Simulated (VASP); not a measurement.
# Ta (P6_3/mmc) in VASP: further runs

Ta is run at these levels: PBEsol; tasks: single point.

Everything below comes from runs of VASP 6.6.1. Logs are shortened: lines on timing, memory, paths and dates and some standing lists are left out, and cuts for length are marked.

### 1 The cell of the first run

The structure is hexagonal, space group P6_3/mmc (No. 194). The conventional cell has a = 2.864 Å, b = 2.864 Å, c = 5.101 Å, α = 90.00°, β = 90.00°, γ = 120.00°. Within 3.8 Å of Ta (site symmetry -6m2) lie 12 Ta at 2.86 to 3.04 Å.

### 2 Single point, PBEsol

The input, INCAR:

```
PREC     = Accurate       # precision mode
ENCUT    = 520            # plane-wave cutoff, eV
EDIFF    = 1E-6           # SCF threshold, eV
ISMEAR   = 0              # smearing method
SIGMA    = 0.05           # smearing width, eV
LREAL    = False          # projectors in reciprocal space
LASPH    = True           # aspherical terms in the spheres
NELM     = 80             # most SCF steps
ALGO     = Normal         # electronic algorithm
ISIF     = 2              # what is computed and relaxed
LWAVE    = False          # write WAVECAR
LCHARG   = True           # write CHGCAR
GGA      = PS             # functional
LELF     = True           # ELF
LVHAR    = True         
NBANDS   = 18             # bands
```

The input, KPOINTS:

```
Automatic mesh
0
Gamma
  18 18 9
```

The input, POSCAR:

```
Ta
1.0
    2.8636458100      0.0000028502      0.0000000000
   -1.4318253733      2.4799885938      0.0000000000
    0.0000000000      0.0000000000      5.1008492243
Ta
2
Direct
    0.6666666667      0.3333333333      0.7500000000
    0.3333333333      0.6666666667      0.2500000000
```

Potentials or basis: VASP PAW PBE potentials, release 64 (Ta_pv).

On the command line:

```sh
$ cat potpaw_PBE.64/Ta_pv/POTCAR > POTCAR
$ mpirun -np 1 vasp_std > vasp.out
```

OUTCAR:

```text
PREC = Accurate
   ENCUT = 520
   EDIFF = 1E-6
   ISMEAR = 0
   LREAL = False
   LASPH = True
   NELM = 80
   ISIF = 2
   GGA = PS

 ion  position               nearest neighbor table
   1  0.667  0.333  0.750-   2 3.04   2 3.04   2 3.04   2 3.04   2 3.04   2 3.04
   2  0.333  0.667  0.250-   1 3.04   1 3.04   1 3.04   1 3.04   1 3.04   1 3.04

  LATTYP: Found a hexagonal cell.
 ALAT       =     2.8636458100
 C/A-ratio  =     1.7812430596

  Lattice vectors:

 A1 = (   2.8636458100,   0.0000028502,   0.0000000000)
 A2 = (  -1.4318253733,   2.4799885938,   0.0000000000)
 A3 = (   0.0000000000,   0.0000000000,   5.1008492243)

Analysis of symmetry for initial positions (statically):
=====================================================================
 Subroutine PRICEL returns:
 Original cell was already a primitive cell.

 Routine SETGRP: Setting up the symmetry group for a
 hexagonal supercell.

 Subroutine GETGRP returns: Found 24 space group operations
 (whereof 12 operations were pure point group operations)
 out of a pool of 24 trial point group operations.

The static configuration has the point symmetry D_3d.
 The point group associated with its full space group is D_6h.

Analysis of symmetry for dynamics (positions and initial velocities):
=====================================================================
 Subroutine PRICEL returns:
 Original cell was already a primitive cell.

 Routine SETGRP: Setting up the symmetry group for a
 hexagonal supercell.

 Subroutine GETGRP returns: Found 24 space group operations
 (whereof 12 operations were pure point group operations)
 out of a pool of 24 trial point group operations.

The dynamic configuration has the point symmetry D_3d.
 The point group associated with its full space group is D_6h.

 Subroutine INISYM returns: Found 24 space group operations
 (whereof 12 operations are pure point group operations),
 and found     1 'primitive' translations

----------------------------------------------------------------------------------------

                                     Primitive cell

  volume of cell :      36.2253

  direct lattice vectors                    reciprocal lattice vectors
     2.863645810  0.000002850  0.000000000     0.349204997  0.201614062  0.000000000
    -1.431825373  2.479988594  0.000000000    -0.000000401  0.403227429  0.000000000
     0.000000000  0.000000000  5.100849224     0.000000000  0.000000000  0.196045787

  length of vectors
     2.863645810  2.863645810  5.100849224     0.403227429  0.403227429  0.196045787

  position of ions in fractional coordinates (direct lattice)
     0.666666667  0.333333333  0.750000000
     0.333333333  0.666666667  0.250000000

  ion indices of the primitive-cell ions
   primitive index   ion index
                 1           1
                 2           2

----------------------------------------------------------------------------------------

 KPOINTS: Automatic mesh

Automatic generation of k-mesh.
 Grid dimensions read from file:
 generate k-points for:   18   18    9

 Generating k-lattice:

  Cartesian coordinates                     Fractional coordinates (reciprocal lattice)
     0.019400278  0.011200781  0.000000000     0.055555556  0.000000000  0.000000000
    -0.000000022  0.022401524  0.000000000     0.000000000  0.055555556  0.000000000
     0.000000000  0.000000000  0.021782865     0.000000000  0.000000000  0.111111111

  Length of vectors
     0.022401524  0.022401524  0.021782865

  Shift w.r.t. Gamma in fractional coordinates (k-lattice)
     0.000000000  0.000000000  0.000000000

 Subroutine IBZKPT returns following result:
 ===========================================

 Found    185 irreducible k-points:

 Following reciprocal coordinates:
            Coordinates               Weight
  0.000000  0.000000  0.000000      1.000000
  0.055556  0.000000  0.000000      6.000000
  0.111111  0.000000  0.000000      6.000000
  0.166667 -0.000000  0.000000      6.000000
  0.222222 -0.000000  0.000000      6.000000
  0.277778 -0.000000  0.000000      6.000000
[... 16 lines left out ...]
  0.333333  0.111111  0.000000     12.000000
  0.388889  0.111111  0.000000     12.000000
 [... further k-points ...]
   k-points           NKPTS =    185   k-points in BZ     NKDIM =    185   number of bands    NBANDS=     18
   number of dos      NEDOS =    301   number of ions     NIONS =      2
   total plane-waves  NPLWV =  23040
   dimension x,y,z NGX =    24 NGY =   24 NGZ =   40
   dimension x,y,z NGXF=    48 NGYF=   48 NGZF=   80
   ions per type =               2
   NGX,Y,Z   is equivalent  to a cutoff of  13.93, 13.93, 13.04 a.u.
   NGXF,Y,Z  is equivalent  to a cutoff of  27.87, 27.87, 26.07 a.u.
 SYSTEM =  unknown system
   PREC   = accura    normal or accurate (medium, high low for compatibility)
   ISTART =      0    job   : 0-new  1-cont  2-samecut
   ICHARG =      2    charge: 1-file 2-atom 10-const
   ISPIN  =      1    spin polarized calculation?
   LNONCOLLINEAR =      F non collinear calculations
   LSORBIT =      F    spin-orbit coupling
   LASPH  =      T    aspherical Exc in radial PAW
   ENCUT  =  520.0 eV  38.22 Ry    6.18 a.u.   5.32  5.32  9.48*2*pi/ulx,y,z
   NELM   =     80;   NELMIN=  2; NELMDL= -5     # of ELM steps
   EDIFF  = 0.1E-05   stopping-criterion for ELM
   LREAL  =      F    real-space projection
   EDIFFG = 0.1E-04   stopping-criterion for IOM
   NSW    =      0    number of steps for IOM
   IBRION =     -1    ionic relax: 0-MD 1-quasi-New 2-CG
   NFREE  =      0    steps in history (QN), initial steepest desc. (CG)
   ISIF   =      2    stress and relaxation
   ISYM   =      2    0-nonsym 1-usesym 2-fastsym
   POTIM  = 0.5000    time-step for ionic-motion
   TEBEG  =    0.0;   TEEND  =   0.0 temperature during run
   PSTRESS=    0.0 pullay stress
   NELECT =      22.0000    total number of electrons
   NUPDOWN=      -1.0000    fix difference up-down
   EMIN   =  10.00;   EMAX   =-10.00  energy-range for DOS
   EFERMI =   0.00;   METHOD = LEGACY
   ISMEAR =     0;   SIGMA  =   0.05  broadening in eV -4-tet -1-fermi 0-gaus
   EFERMI_NEDOS =   21; number of points for ismear=-14 and -15
   IALGO  =     38    algorithm
   IMIX   =      4    mixing-type and parameters
     AMIX     =   0.40;   BMIX     =  1.00
     AMIX_MAG =   1.60;   BMIX_MAG =  1.00
  volume/ion in A,a.u.               =      18.11       122.23
  Fermi-wavevector in a.u.,A,eV,Ry     =   1.386368  2.619855 26.150613  1.922016
  Thomas-Fermi vector in A             =   2.510690
   LORBIT       =      0    0 simple, 1 ext, 2 COOP (PROOUT), +10 PAW based schemes
   GGA     = PS    functional components
   LHFCALC =     F    Hartree Fock is set to
   AEXX    =    0.0000 exact exchange contribution
   IVDW    =     0    specifies the selected vdW correction
   LEPSILON=     F    determine dielectric tensor
   LRPA    =     F    only Hartree local field effects (RPA)
 non-spin polarized calculation
 Gauss-broadening in eV      SIGMA  =   0.05
  energy-cutoff  :      520.00
  volume of cell :       36.23
 maximum number of plane-waves:       991
 NGX is ok and might be reduce to    24
   NGX = 11   NGY = 11   NGZ = 19

 number of electron      22.0000000 magnetization

 Free energy of the ion-electron system (eV)
  ---------------------------------------------------
  ext. energy  EPLUGINS =         0.00000000
  ---------------------------------------------------
  free energy    TOTEN  =       -24.51515878 eV

  energy without entropy =      -24.51262822  energy(sigma->0) =      -24.51389350

 E-fermi :   5.7024     XC(G=0): -12.6876

 val. band max:        5.7016253107   @ k =   0.2222   0.2222   0.1111
 cond. band min:       5.7055248477   @ k =   0.1667  -0.0000   0.1111
 fundamental gap:      0.0038995370
 Fermi energy:         5.7023939883

 k-point     1 :       0.0000    0.0000    0.0000
  band No.  band energies     occupation
      1     -28.7981      2.00000
      2     -27.8681      2.00000
      3     -27.7456      2.00000
      4     -27.7456      2.00000
      5     -27.6526      2.00000
      6     -27.6526      2.00000
[... 10 lines left out ...]
     17      11.0513      0.00000
     18      11.0513      0.00000

 k-point     2 :       0.0556    0.0000    0.0000
  band No.  band energies     occupation
      1     -28.7868      2.00000
      2     -27.8693      2.00000
      3     -27.7824      2.00000
      4     -27.7556      2.00000
      5     -27.6903      2.00000
      6     -27.6592      2.00000
[... 10 lines left out ...]
     17      11.1078      0.00000
     18      11.3342      0.00000

 k-point     3 :       0.1111    0.0000    0.0000
  band No.  band energies     occupation
      1     -28.7538      2.00000
      2     -27.8877      2.00000
      3     -27.8733      2.00000
      4     -27.7974      2.00000
      5     -27.7839      2.00000
      6     -27.6786      2.00000
[... 10 lines left out ...]
     17      11.2350      0.00000
     18      12.0090      0.00000

 k-point     4 :       0.1667   -0.0000    0.0000
  band No.  band energies     occupation
      1     -28.7015      2.00000
      2     -28.0474      2.00000
      3     -27.9570      2.00000
      4     -27.8810      2.00000
      5     -27.8263      2.00000
      6     -27.7088      2.00000
[... 10 lines left out ...]
     17      11.3632      0.00000
     18      12.8587      0.00000

 k-point     5 :       0.2222   -0.0000    0.0000
  band No.  band energies     occupation
      1     -28.6336      2.00000
      2     -28.2406      2.00000
      3     -28.1460      2.00000
      4     -27.8940      2.00000
      5     -27.8771      2.00000
      6     -27.7463      2.00000
[... 10 lines left out ...]
     17      11.4534      0.00000
     18      13.7606      0.00000

 k-point     6 :       0.2778   -0.0000    0.0000
  band No.  band energies     occupation
      1     -28.5553      2.00000
      2     -28.4426      2.00000
      3     -28.3401      2.00000
      4     -27.9299      2.00000
      5     -27.9135      2.00000
      6     -27.7867      2.00000
[... 10 lines left out ...]
     17      11.4988      0.00000
     18      14.0446      0.00000

 k-point     7 :       0.3333   -0.0000    0.0000
  band No.  band energies     occupation
      1     -28.6287      2.00000
      2     -28.5167      2.00000
      3     -28.4732      2.00000
      4     -27.9786      2.00000
      5     -27.9399      2.00000
      6     -27.8248      2.00000
[... 10 lines left out ...]
     17      11.5098      0.00000
     18      13.8245      0.00000

 k-point     8 :       0.3889   -0.0000    0.0000
  band No.  band energies     occupation
      1     -28.7777      2.00000
      2     -28.6571      2.00000
      3     -28.3958      2.00000
      4     -28.0177      2.00000
      5     -27.9718      2.00000
      6     -27.8558      2.00000
[... 10 lines left out ...]
     17      11.5417      0.00000
     18      13.8723      0.00000
[... 229 lines left out ...]
     17      11.1952      0.00000
     18      13.4370      0.00000

 k-point    20 :       0.1667    0.1111    0.0000
  band No.  band energies     occupation
      1     -28.6059      2.00000
      2     -28.2673      2.00000
      3     -28.2243      2.00000
      4     -27.9022      2.00000
      5     -27.9002      2.00000
      6     -27.8006      2.00000
[... 10 lines left out ...]
     17      11.1513      0.00000
     18      14.2944      0.00000

 k-point    21 :       0.2222    0.1111    0.0000
  band No.  band energies     occupation
      1     -28.5300      2.00000
      2     -28.4473      2.00000
      3     -28.3820      2.00000
      4     -27.9717      2.00000
      5     -27.9206      2.00000
      6     -27.8531      2.00000
[... 10 lines left out ...]
     17      11.1053      0.00000
     18      14.0772      0.00000

 k-point    22 :       0.2778    0.1111    0.0000
  band No.  band energies     occupation
      1     -28.6148      2.00000
      2     -28.5244      2.00000
      3     -28.4501      2.00000
      4     -28.0376      2.00000
      5     -27.9482      2.00000
      6     -27.9014      2.00000
[... 10 lines left out ...]
     17      11.3788      0.00000
     18      14.1111      0.00000

 k-point    23 :       0.3333    0.1111    0.0000
  band No.  band energies     occupation
      1     -28.7488      2.00000
      2     -28.6385      2.00000
      3     -28.3741      2.00000
      4     -28.0909      2.00000
      5     -27.9813      2.00000
      6     -27.9405      2.00000
[... 10 lines left out ...]
     17      12.4891      0.00000
     18      14.6209      0.00000

 k-point    24 :       0.3889    0.1111    0.0000
  band No.  band energies     occupation
      1     -28.8349      2.00000
      2     -28.7122      2.00000
      3     -28.3139      2.00000
      4     -28.1253      2.00000
      5     -28.0134      2.00000
      6     -27.9659      2.00000
[... 10 lines left out ...]
     17      13.4065      0.00000
     18      15.1377      0.00000

 [... further k-points ...]
[... 5 lines left out ...]
  --------------------------------------------------------------------------------------
  -------------------------------------------------------------------------------------
  Total        0.0674431      0.0674431     -0.0725014      0.0000000     -0.0000000      0.0000000
  in kB        2.9828839      2.9828839     -3.2066045      0.0000000     -0.0000000      0.0000000
  external PRESSURE =       0.9197211 kB  Pullay stress =       0.0000000 kB

 VOLUME and BASIS-vectors are now :
 -----------------------------------------------------------------------------
  energy-cutoff  :      520.00
  volume of cell :       36.23
      direct lattice vectors                 reciprocal lattice vectors
     2.863645810  0.000002850  0.000000000     0.349204997  0.201614062  0.000000000
    -1.431825373  2.479988594  0.000000000    -0.000000401  0.403227429  0.000000000
     0.000000000  0.000000000  5.100849224     0.000000000  0.000000000  0.196045787

 POSITION                                       TOTAL-FORCE (eV/Angst)
 -----------------------------------------------------------------------------------
      1.43182      0.82666      3.82564         0.000000      0.000000      0.000000
     -0.00000      1.65333      1.27521        -0.000000     -0.000000      0.000000
 -----------------------------------------------------------------------------------
    total drift:                                0.000000     -0.000000      0.000000

  FREE ENERGIE OF THE ION-ELECTRON SYSTEM (eV)
  ---------------------------------------------------
  free  energy   TOTEN  =       -24.5151587808 eV

  energy  without entropy=      -24.5126282161  energy(sigma->0) =      -24.51389350
```

It took 35 s on 1 thread of Intel Xeon 6975P-C (Granite Rapids), shared host; peak memory 0.23 GiB.

What came out:

```yaml
Free_energy: -24.5152 eV
Pressure: 0.1 GPa
Band_gap_on_the_k_mesh: zero (band 11 reaches 7.03 eV, above the bottom of band 12 at 5.07 eV)
```

Stress tensor (GPa, compression positive):
```
 0.30  0.00  0.00
 0.00  0.30  0.00
 0.00  0.00 -0.32
```

Levels at points of the mesh, in eV from the Fermi level:
```
           k point  band 9  band 10  band 11  band 12  band 13  band 14
(0.00, 0.00, 0.00)   -0.61     0.01     0.59     0.59     1.19     1.19
(0.50, 0.00, 0.00)   -3.50    -0.39    -0.38     0.53     0.85     5.78
```

Caveat: the PAW data sets were made with another functional, which shifts forces and pressure a little; spin-orbit coupling is left out, which moves the levels of the heavy elements.

### 3 Single point, PBEsol

This run uses another cell than the first one, of 17.84 Å³/atom, 0.985 times its volume.

The input, INCAR:

```
SYSTEM = Ta
  PREC = Accurate
  ENCUT = 520
  EDIFF = 1E-7
  ISMEAR = 0
  SIGMA = 0.05
  LREAL = .False.
  LASPH = .True.
  NELM = 60
  ALGO = Normal
  ISIF = 2
  LWAVE = .False.
  LCHARG = .False.
  GGA = PS
  NBANDS = 18
```

The input, KPOINTS:

```
Automatic mesh
0
Gamma
  19 19 9
  0 0 0
```

The input, POSCAR:

```
Ta
1.0
    2.8492553872      0.0000028359      0.0000000000
   -1.4246301495      2.4675261292      0.0000000000
    0.0000000000      0.0000000000      5.0752163835
Ta
2
Direct
    0.6666666667      0.3333333333      0.7500000000
    0.3333333333      0.6666666667      0.2500000000
```

Potentials or basis: VASP PAW PBE potentials, release 64 (Ta_pv).

On the command line:

```sh
$ cat potpaw_PBE.64/Ta_pv/POTCAR > POTCAR
$ mpirun -np 1 vasp_std > vasp.out
```

It took 38 s on 1 thread of Intel Xeon 6975P-C (Granite Rapids), shared host; peak memory 0.23 GiB.

The run converged. Its results:

```yaml
Free_energy: -24.5073 eV
Pressure: 3.2 GPa
Band_gap_on_the_k_mesh: zero (band 11 reaches 7.18 eV, above the bottom of band 12 at 5.15 eV)
```

Stress tensor (GPa, compression positive):
```
3.42 0.00 0.00
0.00 3.42 0.00
0.00 0.00 2.72
```

Levels at points of the mesh, in eV from the Fermi level:
```csv
k point,band 8,band 9,band 10,band 11,band 12,band 13,band 14,band 15
"(0.00, 0.00, 0.00)",-5.09,-0.64,0.05,0.59,0.59,1.20,1.20,3.12
```

Caveat: the PAW data sets were made with another functional, which shifts forces and pressure a little; spin-orbit coupling is left out, which moves the levels of the heavy elements.

### 4 Single point, PBEsol

The input, INCAR:

```
PREC = Accurate
ENCUT = 520
EDIFF = 1E-6
ISMEAR = 0
SIGMA = 0.05
LREAL = F
LASPH = T
NELM = 60
ALGO = Normal
ISIF = 2
LWAVE = F
LCHARG = T
GGA = PS
LELF = T
LVHAR = T
NBANDS = 18
```

The input, KPOINTS:

```
Automatic mesh
0
Gamma
  19 19 9
```

The input, POSCAR:

```
Ta
1.0
    2.8636458100      0.0000028502      0.0000000000
   -1.4318253733      2.4799885938      0.0000000000
    0.0000000000      0.0000000000      5.1008492243
Ta
2
Direct
    0.6666666667      0.3333333333      0.7500000000
    0.3333333333      0.6666666667      0.2500000000
```

On the command line:

```sh
$ cat potpaw_PBE.64/Ta_pv/POTCAR > POTCAR
$ mpirun -np 1 vasp_std > vasp.out
```

Wall time 34 s (1 thread of Intel Xeon 6975P-C (Granite Rapids), shared host); peak memory 0.24 GiB.

The run converged. Its results:

```
Free energy            : -24.5129 eV
Pressure               : 0.0 GPa
Band gap on the k mesh : zero (band 11 reaches 7.00 eV, above the bottom of band 12 at 5.04 eV)
```

Stress tensor (GPa, compression positive):
```
 0.13  0.00  0.00
 0.00  0.13  0.00
 0.00  0.00 -0.28
```

Levels at points of the mesh, in eV from the Fermi level:
```
           k point  band 7  band 8  band 9  band 10  band 11  band 12  band 13  band 14  band 15  band 16
(0.00, 0.00, 0.00)   -8.33   -5.03   -0.61     0.01     0.60     0.60     1.19     1.19     3.08     3.08
```

Caveat: the PAW data sets were made with another functional, which shifts forces and pressure a little; spin-orbit coupling is left out, which moves the levels of the heavy elements.

(Continued in part 2 of 2.)
